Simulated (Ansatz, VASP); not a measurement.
**One calculation of Si2Se, two programs**

```
Si Se
1.0
     5.65618    0.00000    0.00000
     0.00000    5.65618    0.00000
     0.00000    0.00000    5.65618
Si Se
4 2
Direct
  0.75000 0.75000 0.75000
  0.25000 0.25000 0.75000
  0.25000 0.75000 0.25000
  0.75000 0.25000 0.25000
  0.00000 0.00000 0.00000
  0.50000 0.50000 0.50000
```

Alike in both runs: functional PBE; k mesh 8 × 8 × 8; occupations gaussian, width 0.1 eV; no spin polarisation.

Ansatz relaxed the structure, and its values are those at the end. VASP's run is a single point on that final structure, the one shown.

|  | VASP | Ansatz |
| --- | --- | --- |
| version | VASP 6.6.1 | Ansatz 0.2.0 |
| potentials or method | VASP PAW PBE potentials, release 64 (Si, Se), cutoff 520 eV | scalar-relativistic, plane waves, PAW |
| valence electrons in the cell | 28 | 48 |

|  | VASP | Ansatz | Ansatz less VASP |
| --- | --- | --- | --- |
| gap on the k mesh at the Fermi level (eV) | none | none | - |
| pressure (GPa) | 0.1 | 0.0 | -0.05 |

A gap of «none» marks a metal or a gap that the smearing closes. With one functional, cell and mesh, what is left measures potentials, basis and numerics. VASP's potentials hold 28 valence electrons a cell and Ansatz's 48, so a difference there can come from the potentials and not from the codes.
